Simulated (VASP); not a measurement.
# Nb3BN2 (P6/mmm) in VASP: a series of runs, part 2 of 2

VASP 6.6.1.

## Step 4: Relaxation of cell and atoms, PBE

Input file INCAR:

```
SYSTEM = Nb3BN2
PREC = Accurate
ENCUT = 600
EDIFF = 1E-7
ISMEAR = 0
SIGMA = 0.1
LREAL = .False.
LASPH = .True.
NELM = 100
ALGO = Normal
ISIF = 3
LWAVE = .False.
LCHARG = .False.
GGA = PE
IBRION = 2
NSW = 90
EDIFFG = -0.04
```

Input file KPOINTS:

```
regular mesh
0
Gamma
  6 6 6
  0 0 0
```

Input file POSCAR:

```
Nb3BN2
1.0
    5.2799909900      0.0000000000      0.0000000000
   -2.6399954900      4.5726063300      0.0000000000
    0.0000000000      0.0000000000      3.0380102100
Nb B N
3 1 2
Direct
    0.0000000000      0.5000000000      0.0000000000
    0.5000000000      0.0000000000      0.0000000000
    0.5000000000      0.5000000000      0.0000000000
    0.0000000000      0.0000000000      0.5000000000
    0.3333333300      0.6666666700      0.5000000000
    0.6666666700      0.3333333300      0.5000000000
```

Potentials or basis: VASP PAW PBE potentials, release 64 (Nb_sv, B, N).

On the command line:

```sh
cat potpaw_PBE.64/Nb_sv/POTCAR potpaw_PBE.64/B/POTCAR potpaw_PBE.64/N/POTCAR > POTCAR
mpirun -np 1 vasp_std > vasp.out
```

OUTCAR:

```text
SYSTEM = Nb3BN2
   PREC = Accurate
   ENCUT = 600
   EDIFF = 1E-7
   ISMEAR = 0
   LREAL = .False.
   LASPH = .True.
   NELM = 100
   ISIF = 3
   GGA = PE
   IBRION = 2
   NSW = 90
   EDIFFG = -0.04

 ion  position               nearest neighbor table
   1  0.000  0.500  0.000-   5 2.15   6 2.15   5 2.15   6 2.15   3 2.64   3 2.64   2 2.64   2 2.64

   2  0.500  0.000  0.000-   5 2.15   6 2.15   5 2.15   6 2.15   3 2.64   3 2.64   1 2.64   1 2.64

   3  0.500  0.500  0.000-   5 2.15   6 2.15   5 2.15   6 2.15   2 2.64   2 2.64   1 2.64   1 2.64

   4  0.000  0.000  0.500-
   5  0.333  0.667  0.500-   2 2.15   2 2.15   1 2.15   1 2.15   3 2.15   3 2.15
   6  0.667  0.333  0.500-   2 2.15   2 2.15   1 2.15   1 2.15   3 2.15   3 2.15

  LATTYP: Found a hexagonal cell.
 ALAT       =     5.2799909900
 C/A-ratio  =     0.5753817034

  Lattice vectors:

 A1 = (   5.2799909900,   0.0000000000,   0.0000000000)
 A2 = (  -2.6399954900,   4.5726063300,   0.0000000000)
 A3 = (   0.0000000000,   0.0000000000,   3.0380102100)

Analysis of symmetry for initial positions (statically):
=====================================================================
 Subroutine PRICEL returns:
 Original cell was already a primitive cell.

 Routine SETGRP: Setting up the symmetry group for a
 hexagonal supercell.

 Subroutine GETGRP returns: Found 24 space group operations
 (whereof 24 operations were pure point group operations)
 out of a pool of 24 trial point group operations.

The static configuration has the point symmetry D_6h.

Analysis of symmetry for dynamics (positions and initial velocities):
=====================================================================
 Subroutine PRICEL returns:
 Original cell was already a primitive cell.

 Routine SETGRP: Setting up the symmetry group for a
 hexagonal supercell.

 Subroutine GETGRP returns: Found 24 space group operations
 (whereof 24 operations were pure point group operations)
 out of a pool of 24 trial point group operations.

The dynamic configuration has the point symmetry D_6h.

 Subroutine INISYM returns: Found 24 space group operations
 (whereof 24 operations are pure point group operations),
 and found     1 'primitive' translations

----------------------------------------------------------------------------------------

                                     Primitive cell

  volume of cell :      73.3477

  direct lattice vectors                    reciprocal lattice vectors
     5.279990990  0.000000000  0.000000000     0.189394263  0.109346828  0.000000000
    -2.639995490  4.572606330  0.000000000     0.000000000  0.218693657  0.000000000
     0.000000000  0.000000000  3.038010210     0.000000000  0.000000000  0.329162817

  length of vectors
     5.279990990  5.279990988  3.038010210     0.218693657  0.218693657  0.329162817

  position of ions in fractional coordinates (direct lattice)
     0.000000000  0.500000000  0.000000000
     0.500000000  0.000000000  0.000000000
     0.500000000  0.500000000  0.000000000
     0.000000000  0.000000000  0.500000000
     0.333333330  0.666666670  0.500000000
     0.666666670  0.333333330  0.500000000

  ion indices of the primitive-cell ions
   primitive index   ion index
                 1           1
                 2           2
                 3           3
                 4           4
[... 34 lines left out ...]
  0.500000 -0.000000  0.000000      3.000000
  0.166667  0.166667  0.000000      6.000000
  0.333333  0.166667  0.000000     12.000000
[... 16 lines left out ...]
  0.166667 -0.000000  0.500000      6.000000
  0.333333 -0.000000  0.500000      6.000000
 [... further k-points ...]
   k-points           NKPTS =     28   k-points in BZ     NKDIM =     28   number of bands    NBANDS=     31
   number of dos      NEDOS =    301   number of ions     NIONS =      6
   total plane-waves  NPLWV =  42336
   dimension x,y,z NGX =    42 NGY =   42 NGZ =   24
   dimension x,y,z NGXF=    84 NGYF=   84 NGZF=   48
   ions per type =               3   1   2
   NGX,Y,Z   is equivalent  to a cutoff of  13.22, 13.22, 13.13 a.u.
   NGXF,Y,Z  is equivalent  to a cutoff of  26.45, 26.45, 26.27 a.u.
 SYSTEM =  Nb3BN2
   PREC   = accura    normal or accurate (medium, high low for compatibility)
   ISTART =      0    job   : 0-new  1-cont  2-samecut
   ICHARG =      2    charge: 1-file 2-atom 10-const
   ISPIN  =      1    spin polarized calculation?
   LNONCOLLINEAR =      F non collinear calculations
   LSORBIT =      F    spin-orbit coupling
   LASPH  =      T    aspherical Exc in radial PAW
   ENCUT  =  600.0 eV  44.10 Ry    6.64 a.u.  10.55 10.55  6.07*2*pi/ulx,y,z
   NELM   =    100;   NELMIN=  2; NELMDL= -5     # of ELM steps
   EDIFF  = 0.1E-06   stopping-criterion for ELM
   LREAL  =      F    real-space projection
   EDIFFG = -.4E-01   stopping-criterion for IOM
   NSW    =     90    number of steps for IOM
   IBRION =      2    ionic relax: 0-MD 1-quasi-New 2-CG
   NFREE  =      1    steps in history (QN), initial steepest desc. (CG)
   ISIF   =      3    stress and relaxation
   ISYM   =      2    0-nonsym 1-usesym 2-fastsym
   POTIM  = 0.5000    time-step for ionic-motion
   TEBEG  =    0.0;   TEEND  =   0.0 temperature during run
   PSTRESS=    0.0 pullay stress
   NELECT =      52.0000    total number of electrons
   NUPDOWN=      -1.0000    fix difference up-down
   EMIN   =  10.00;   EMAX   =-10.00  energy-range for DOS
   EFERMI =   0.00;   METHOD = LEGACY
   ISMEAR =     0;   SIGMA  =   0.10  broadening in eV -4-tet -1-fermi 0-gaus
   EFERMI_NEDOS =   21; number of points for ismear=-14 and -15
   IALGO  =     38    algorithm
   IMIX   =      4    mixing-type and parameters
     AMIX     =   0.40;   BMIX     =  1.00
     AMIX_MAG =   1.60;   BMIX_MAG =  1.00
  volume/ion in A,a.u.               =      12.22        82.50
  Fermi-wavevector in a.u.,A,eV,Ry     =   1.459757  2.758541 28.992521  2.130890
  Thomas-Fermi vector in A             =   2.576287
   LORBIT       =      0    0 simple, 1 ext, 2 COOP (PROOUT), +10 PAW based schemes
   GGA     = PE    functional components
   LHFCALC =     F    Hartree Fock is set to
   AEXX    =    0.0000 exact exchange contribution
   IVDW    =     0    specifies the selected vdW correction
   LEPSILON=     F    determine dielectric tensor
   LRPA    =     F    only Hartree local field effects (RPA)
 conjugate gradient relaxation of ions
 non-spin polarized calculation
 Gauss-broadening in eV      SIGMA  =   0.10
  energy-cutoff  :      600.00
  volume of cell :       73.35
 maximum number of plane-waves:      2472
   NGX = 21   NGY = 21   NGZ = 13

--------------------------------------- Ionic step        1  -------------------------------------------

 number of electron      51.9999999 magnetization

 Free energy of the ion-electron system (eV)
  ---------------------------------------------------
  ext. energy  EPLUGINS =         0.00000000
  ---------------------------------------------------
  free energy    TOTEN  =       -52.79729358 eV

  energy without entropy =      -52.77058231  energy(sigma->0) =      -52.78393795

------------------------ aborting loop because EDIFF is reached ----------------------------------------

  FORCE on cell =-STRESS in cart. coord.  units (eV):
  Direction    XX          YY          ZZ          XY          YZ          ZX
  --------------------------------------------------------------------------------------
  -------------------------------------------------------------------------------------
  Total       12.7415254     12.7415254     -4.0159689      0.0000000     -0.0000000     -0.0000000
  in kB      278.3208763    278.3208765    -87.7232470      0.0000003     -0.0000000     -0.0000000
  external PRESSURE =     156.3061686 kB  Pullay stress =       0.0000000 kB
[... 187 lines left out ...]
--------------------------------------- Ionic step        6  -------------------------------------------

 number of electron      52.0000005 magnetization

 E-fermi :   9.9853     XC(G=0): -12.0378

 val. band max:        9.9611214109   @ k =   0.3333   0.3333   0.1667
 cond. band min:      10.0562146939   @ k =   0.3333   0.3333   0.3333
 fundamental gap:      0.0950932830
 Fermi energy:         9.9852965642

 k-point     1 :       0.0000    0.0000    0.0000
  band No.  band energies     occupation
      1     -45.7588      2.00000
      2     -45.5686      2.00000
      3     -45.5686      2.00000
      4     -22.8423      2.00000
      5     -22.0625      2.00000
      6     -22.0625      2.00000
[... 886 lines left out ...]
--------------------------------------- Ionic step        8  -------------------------------------------

 number of electron      52.0000005 magnetization

 Free energy of the ion-electron system (eV)
  ---------------------------------------------------
  ext. energy  EPLUGINS =         0.00000000
  ---------------------------------------------------
  free energy    TOTEN  =       -53.81031262 eV

  energy without entropy =      -53.80295656  energy(sigma->0) =      -53.80663459

 E-fermi :  10.0465     XC(G=0): -12.0610

 val. band max:       10.0163151208   @ k =   0.3333   0.3333   0.1667
 cond. band min:      10.1209832203   @ k =   0.3333   0.3333   0.3333
 fundamental gap:      0.1046680995
 Fermi energy:        10.0464854879

 k-point     1 :       0.0000    0.0000    0.0000
  band No.  band energies     occupation
      1     -45.6994      2.00000
      2     -45.5038      2.00000
      3     -45.5038      2.00000
      4     -22.8046      2.00000
      5     -22.0077      2.00000
      6     -22.0077      2.00000
[... 840 lines left out ...]
  FREE ENERGIE OF THE ION-ELECTRON SYSTEM (eV)
  ---------------------------------------------------
  free  energy   TOTEN  =       -53.8103126230 eV

  energy  without entropy=      -53.8029565573  energy(sigma->0) =      -53.80663459

 reached required accuracy - stopping structural energy minimisation
```

Wall time 8 min (1 thread of Intel Xeon Platinum 8259CL at 2.50GHz (Skylake/Cascade Lake), shared host); peak memory 0.24 GiB.

Results:

- Free energy: -53.8103 eV
- Relaxed volume: 13.17 Å³/atom
- Relaxed cell: a = 5.652 Å, b = 5.652 Å, c = 2.857 Å, α = 90.00°, β = 90.00°, γ = 120.00°
- Space group after relaxing (to 0.1 Å): P6/mmm (No. 191)
- Energy gained by relaxing: 168.8 meV/atom
- Ionic steps: 8
- Pressure after relaxing: -0.1 GPa
- Band gap on the k mesh: zero (bands 26 and 27 overlap by 0.88 eV)

Stress tensor (GPa, compression positive):
```
-0.03  0.00  0.00
 0.00 -0.03  0.00
 0.00  0.00 -0.36
```

The path:
```tsv
step	energy change (eV)	largest force (eV/Å)	pressure (GPa)	volume (Å³)
1	0.0000	0.0000	15.63	73.35
2	-0.6208	0.0000	-15.96	86.27
3	-0.8318	0.0000	-7.75	81.62
4	-0.8939	0.0000	5.88	77.56
5	-1.0117	0.0000	-0.87	79.35
6	-1.0116	0.0000	-1.02	79.40
7	-1.0121	0.0000	0.56	78.75
8	-1.0130	0.0000	-0.14	79.04
```

Final structure:
```yaml
crystal:
  lattice:
    - [5.65207, 0.00000, 0.00000]
    - [-2.82604, 4.89484, 0.00000]
    - [0.00000, 0.00000, 2.85684]
  atoms:
    - { symbol: Nb, position: [0.00000, 0.50000, 0.00000] }
    - { symbol: Nb, position: [0.50000, 0.00000, 0.00000] }
    - { symbol: Nb, position: [0.50000, 0.50000, 0.00000] }
    - { symbol: B, position: [0.00000, 0.00000, 0.50000] }
    - { symbol: N, position: [0.33333, 0.66667, 0.50000] }
    - { symbol: N, position: [0.66667, 0.33333, 0.50000] }
```

Levels at points of the mesh, in eV from the Fermi level:
| k point | band 24 | band 25 | band 26 | band 27 | band 28 | band 29 |
| --- | --- | --- | --- | --- | --- | --- |
| (0.00, 0.00, 0.00) | -2.74 | -0.41 | -0.41 | 0.91 | 0.91 | 0.94 |
| (0.50, 0.00, 0.00) | -2.45 | -1.48 | -0.21 | 0.85 | 1.21 | 1.24 |
| (0.00, 0.00, 0.50) | -2.36 | -1.95 | -1.95 | 0.39 | 1.99 | 1.99 |
| (0.50, 0.00, 0.50) | -0.35 | -0.33 | -0.14 | -0.09 | 0.12 | 0.47 |

## Step 5: Summary

```tsv
task	cell	cutoff (eV)	gap on the mesh (eV)	pressure (GPa)
single point	a = 5.280, b = 5.280, c = 3.038 Å, angles 90.0, 90.0, 120.0°, 6 atoms	520	none	15.7
single point	a = 5.659, b = 5.659, c = 2.856 Å, angles 90.0, 90.0, 120.0°, 6 atoms	520	none	-0.5
relaxation of cell and atoms	relaxed from a = 5.280, b = 5.280, c = 3.038 Å, angles 90.0, 90.0, 120.0°, 6 atoms	600	none	-0.1
```

Alike in all rows: level PBE; potentials or basis VASP PAW PBE potentials, release 64 (Nb_sv, B, N); no spin polarisation; k mesh 6 × 6 × 6; smearing gaussian 0.1 eV.

Caveats: some runs use coarse meshes; the cell stands under pressure (at least some runs).

Absolute energies hang on the potentials; compare differences alone.
